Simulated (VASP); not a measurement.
Here is a VASP 6.6.1 calculation.

File INCAR:

```
SYSTEM = ZnO
ALGO = Normal
EDIFF = 1E-6
ENCUT = 910
GGA = PS
GGA_COMPAT = .FALSE.
ISIF = 2
ISMEAR = 0
LASPH = .TRUE.
LCHARG = .TRUE.
LELF = .TRUE.
LREAL = .FALSE.
LVHAR = .TRUE.
LWAVE = .FALSE.
NBANDS = 26
NELM = 120
PREC = Accurate
SIGMA = 0.05
```

File KPOINTS:

```
k-points
0
G
  9 9 6
  0 0 0
```

The input POSCAR:

```
ZnO
1.0
    3.2493987239      0.0000000000      0.0000000000
   -1.6246993619      2.8140618419      0.0000000000
    0.0000000000      0.0000000000      4.9436100000
Zn O
2 2
Direct
    0.3333333333      0.6666666667      0.0000000000
    0.6666666667      0.3333333333      0.5000000000
    0.3333333333      0.6666666667      0.3821000000
    0.6666666667      0.3333333333      0.8821000000
```

Potentials or basis: VASP PAW PBE potentials, release 64 (Zn, O_h).

Run with:

```bash
$ cat potpaw_PBE.64/Zn/POTCAR potpaw_PBE.64/O_h/POTCAR > POTCAR
$ mpirun -np 1 vasp_std > vasp.out
```

Question: What does it give for the largest force?

Answer: 0.646 eV/Å.

Question: Estimate the pressure.

Answer: 7.9 GPa.

Question: Estimate the band gap on the k mesh.

Answer: 0.82 eV, direct.

Forces in eV/Å, atoms in the order of the input:
```
Zn   0.000  0.000 -0.646
Zn   0.000  0.000 -0.646
O    0.000  0.000  0.646
O    0.000  0.000  0.646
```

Caveat: the cell differs from its parent crystal (strain +0.000 along x and y, -0.050 along z); the cutoff is under 1.25 times the usual one of these potentials, so pressure, stress and relaxed cells hold a basis-set (Pulay) error; the PAW data sets were made with another functional, which shifts forces and pressure a little.
